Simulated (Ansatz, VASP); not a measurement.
## Two plane-wave programs on BAs

```xyz
2
Lattice="0.0000 2.3919 2.4397 2.3919 0.0000 2.4397 2.3919 2.3919 0.0000" Properties=species:S:1:pos:R:3 pbc="T T T"
B     0.0000    0.0000    0.0000
As    1.1959    1.1959    1.2199
```

Change from the starting cell: uniaxial_z strain +2.0%.

Alike in both runs: task single point; functional PBE; k mesh 10 × 10 × 10; occupations fermi-dirac, width 0.02 eV; no spin polarisation.

|  | VASP | Ansatz |
| --- | --- | --- |
| version | VASP 6.6.1 | Ansatz 0.2.0 |
| potentials or method | VASP PAW PBE potentials, release 64 (B, As) | plane waves, PAW |
| plane-wave cutoff (eV) | 520 | 420 |
| valence electrons in the cell | 8 | 18 |

Ansatz gave:

| Item | Value |
| --- | --- |
| gap on the k mesh at the Fermi level (eV) | 1.06 |
| pressure (GPa) | -0.5 |
| traceless stress, the component that is largest in VASP (GPa) | -2.75 |

Problem. Which values does VASP return?

Solution. gap on the k mesh at the Fermi level (eV): 1.05; pressure (GPa): 0.1; traceless stress, the component that is largest in VASP (GPa): -2.74.

With one functional, cell and mesh, what is left measures potentials, basis and numerics. VASP's potentials hold 8 valence electrons a cell and Ansatz's 18, so a difference there can come from the potentials and not from the codes.
